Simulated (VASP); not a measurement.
A run of VASP 6.6.1:

Contents of INCAR:

```
PREC = Accurate ; ENCUT = 520
EDIFF = 1E-7 ; ISMEAR = -1
SIGMA = 0.1 ; LREAL = F
LASPH = T ; NELM = 80
ALGO = Normal ; ISIF = 2
LWAVE = F ; LCHARG = F
GGA = CA ; NBANDS = 17
```

File KPOINTS:

```
regular mesh
0
Gamma
  11 11 6
```

File POSCAR:

```
Ca
1.0
    3.7227087095      0.0000000000      0.0000000000
   -1.8613543548      3.2239603134      0.0000000000
    0.0000000000      0.0000000000      6.1331410515
Ca
2
Direct
    0.3333333333      0.6666666667      0.2500000000
    0.6666666667      0.3333333333      0.7500000000
```

Potentials or basis: VASP PAW LDA potentials, release 64 (Ca_sv).

Run with:

```console
$ cat potpaw_LDA.64/Ca_sv/POTCAR > POTCAR
$ mpirun -np 1 vasp_std > vasp.out
```

Hardware: 1 thread of AMD EPYC 9R45 96-Core Processor (Zen 5), with other jobs on the host.

Q: How long does it take, and how much memory?

A: Run time: 38 s on 1 thread of AMD EPYC 9R45 96-Core Processor (Zen 5), on a shared host, peak memory 0.17 GiB. Counts: scf iterations 13, k points 64.
